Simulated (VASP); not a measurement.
SnSe: single point with LDA

The system is SnSe, a slab with vacuum.

```xyz
4
Lattice="4.2853 0.0143 0.0143 0.0143 4.2853 0.0143 0.0366 0.0366 10.9907" Properties=species:S:1:pos:R:3 pbc="T T T"
Sn    2.1563    0.0208    4.0982
Sn    0.0301    2.1657    6.9068
Se    2.1652    0.0297    6.7778
Se    0.0212    2.1567    4.2271
```

| Item | Value |
| --- | --- |
| Program | VASP 6.6.1 |
| Task | single point |
| Functional | LDA |
| Potentials or basis | VASP PAW LDA potentials, release 64 (Sn_d, Se) |
| Cutoff | 520 eV |
| k mesh | 6 × 6 × 2 |
| Occupations | gaussian, width 0.02 eV |
| Spin | no spin polarisation |
| Dipole correction | no |
| Further INCAR settings | ALGO = Normal; EDIFF = 1e-06; NBANDS = 28 |

```yaml
Largest_force: 0.220 eV/Å
Band_gap_on_the_k_mesh: 1.45 eV
```

Forces on the atoms (eV/Å):
```
Sn   0.001  0.001  0.220
Sn  -0.001 -0.001 -0.220
Se  -0.020 -0.020 -0.022
Se   0.020  0.020  0.022
```

Levels at points of the mesh, in eV from the valence-band top:
| k point | band 16 | band 17 | band 18 | band 19 | band 20 | band 21 | band 22 | band 23 | band 24 | band 25 |
| --- | --- | --- | --- | --- | --- | --- | --- | --- | --- | --- |
| (0.00, 0.00, 0.00) | -2.97 | -2.90 | -1.64 | -1.57 | -0.19 | 1.65 | 3.83 | 3.84 | 4.33 | 4.48 |
| (0.50, 0.00, 0.00) | -2.18 | -1.42 | -1.41 | -0.19 | -0.19 | 1.53 | 1.54 | 2.09 | 2.11 | 3.16 |
| (0.50, 0.50, 0.00) | -4.68 | -3.13 | -3.12 | -1.62 | -1.57 | 3.68 | 3.73 | 4.73 | 4.75 | 4.92 |
| (0.00, 0.00, 0.50) | -2.97 | -2.90 | -1.64 | -1.57 | -0.20 | 1.51 | 3.83 | 4.33 | 4.48 | 4.73 |
| (0.50, 0.00, 0.50) | -2.18 | -1.42 | -1.41 | -0.19 | -0.19 | 1.53 | 1.54 | 2.09 | 2.11 | 3.09 |
| (0.50, 0.50, 0.50) | -4.68 | -3.13 | -3.12 | -1.62 | -1.57 | 3.64 | 3.70 | 4.79 | 4.81 | 4.89 |

It took 89 s on 1 thread of AMD EPYC 9R45 96-Core Processor (Zen 5) (shared host), peak memory 0.27 GiB.

Caveat: there is no dipole correction, which matters where the two faces differ; spin-orbit coupling is left out, which moves the levels of the heavy elements.
